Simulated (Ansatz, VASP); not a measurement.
One calculation of ZnS, two programs

The input INCAR:

```
SYSTEM = ZnS
PREC     = Accurate       ! precision mode
ENCUT    = 600            ! plane-wave cutoff, eV
EDIFF    = 1E-6           ! SCF threshold, eV
ISMEAR   = 0              ! smearing method
SIGMA    = 0.01           ! smearing width, eV
LREAL    = .FALSE.        ! projectors in reciprocal space
LASPH    = .TRUE.         ! aspherical terms in the spheres
NELM     = 60             ! most SCF steps
ALGO     = Normal         ! electronic algorithm
ISIF     = 3              ! what is computed and relaxed
LWAVE    = .FALSE.        ! write WAVECAR
LCHARG   = .FALSE.        ! write CHGCAR
GGA      = CA             ! functional
IBRION   = 2              ! ionic algorithm
NSW      = 80             ! ionic steps
EDIFFG   = -0.001         ! ionic threshold
```

KPOINTS

```
regular mesh
0
G
  10 10 10
  0 0 0
```

POSCAR

```
ZnS
1.0
    0.0000000000      2.6483447028      2.6483447028
    2.6483447028      0.0000000000      2.6483447028
    2.6483447028      2.6483447028      0.0000000000
Zn S
1 1
Direct
    0.0000000000      0.0000000000      0.0000000000
    0.7500000000      0.7500000000      0.7500000000
```

Input for Ansatz:

```yaml
crystal:
  lattice:
    - [0.0, 2.6483447004, 2.6483447004]
    - [2.6483447004, 0.0, 2.6483447004]
    - [2.6483447004, 2.6483447004, 0.0]
  atoms:
    - { symbol: Zn, position: [0.0, 0.0, 0.0] }
    - { symbol: S, position: [0.75, 0.75, 0.75] }
basis:
  ecutwfc: 420
kpoints:
  mp_grid: { grid: [10, 10, 10] }
hamiltonian:
  xc: lda
scf:
  occupations: { method: fixed }
output:
  forces: true
  stress: true
  eigenvalues: true
relax:
  adjacent_minimum: "off"
  f_tol: 0.001
  max_steps: 60
  cell: { stress_tol: 0.01 }
```

Alike in both runs: task relaxation of cell and atoms; functional LDA; k mesh 10 × 10 × 10; no spin polarisation.

|  | VASP | Ansatz |
| --- | --- | --- |
| version | VASP 6.6.1 | Ansatz 0.2.0 |
| potentials or method | VASP PAW LDA potentials, release 64 (Zn, S), cutoff 600 eV | scalar-relativistic, plane waves, PAW |
| occupations | gaussian, width 0.01 eV | fixed |
| valence electrons in the cell | 18 | 18 |

```tsv
	VASP	Ansatz	Ansatz less VASP
gap on the k mesh at the Fermi level, each at its own relaxed structure (eV)	2.15	2.13	-0.023
relaxed volume (Å³/atom)	18.63	18.57	-0.051
relaxed cell length with the largest relative difference (Å)	3.749	3.745	-0.0034
```

LDA's correlation is that of Perdew and Zunger in VASP and of Perdew and Wang (1992) in Ansatz.
